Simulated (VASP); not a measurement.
Write the native input for VASP 6.6.1 that does the following.

```
Task                   : single point
Functional             : PBE
Potentials or basis    : VASP PAW PBE potentials, release 64 (B, N)
Cutoff                 : 520 eV
k mesh                 : 10 × 10 × 2
Occupations            : gaussian, width 0.05 eV
Spin                   : no spin polarisation
Dipole correction      : no
Further INCAR settings : ALGO = Normal; EDIFF = 1e-07; NBANDS = 36
```

The structure of BN lies in POSCAR:

```
BN
1.0
    1.8130010000     -1.8130010000      0.0000000000
    1.8130010000      0.0000000000     -1.8130010000
    7.5406791346      7.5406791346      7.5406791346
B N
6 6
Direct
    0.6666666667      0.6666666667      0.0600752941
    0.0000000000      0.0000000000      0.8615066451
    0.3333333333      0.3333333333      0.2203615643
    0.6666666667      0.6666666667      0.5409341047
    0.0000000000      0.0000000000      0.3806478345
    0.3333333333      0.3333333333      0.7012203749
    0.6666666667      0.6666666667      0.4207194020
    1.0000000000      1.0000000000      0.2604331318
    0.3333333333      0.3333333333      0.5810056723
    0.6666666667      0.6666666667      0.9015782127
    0.0000000000      0.0000000000      0.7412919425
    0.3333333333      0.3333333333      0.1001468616
```

This cell differs from its parent crystal: the distance across one plane changed.

These files were run (other wordings do the same):

INCAR

```
PREC     = Accurate       # precision mode
ENCUT    = 520            # plane-wave cutoff, eV
EDIFF    = 1E-7           # SCF threshold, eV
ISMEAR   = 0              # smearing method
SIGMA    = 0.05           # smearing width, eV
LREAL    = False          # projectors in reciprocal space
LASPH    = True           # aspherical terms in the spheres
NELM     = 100            # most SCF steps
ALGO     = Normal         # electronic algorithm
ISIF     = 2              # what is computed and relaxed
LWAVE    = False          # write WAVECAR
LCHARG   = False          # write CHGCAR
GGA      = PE             # functional
NBANDS   = 36             # bands
```

KPOINTS

```
Automatic mesh
0
Gamma
  10 10 2
```

Potentials or basis: VASP PAW PBE potentials, release 64 (B, N).

Launch:

```console
$ cat potpaw_PBE.64/B/POTCAR potpaw_PBE.64/N/POTCAR > POTCAR
$ mpirun -np 1 vasp_std > vasp.out
```

It gave:

The pressure is -6.5 GPa. The largest force is 1.909 eV/Å. The band gap on the k mesh is 3.05 eV (least direct gap 4.89 eV).

Caveat: the cell differs from its parent crystal (the distance across one plane changed); the cell stands under tension; forces of over 1 eV/Å act on the atoms, so gaps and moduli don't describe the material at rest.

It took 57 s on 1 thread of Intel(R) Xeon(R) Platinum 8559C (Emerald Rapids) (shared host), peak memory 0.2 GiB.
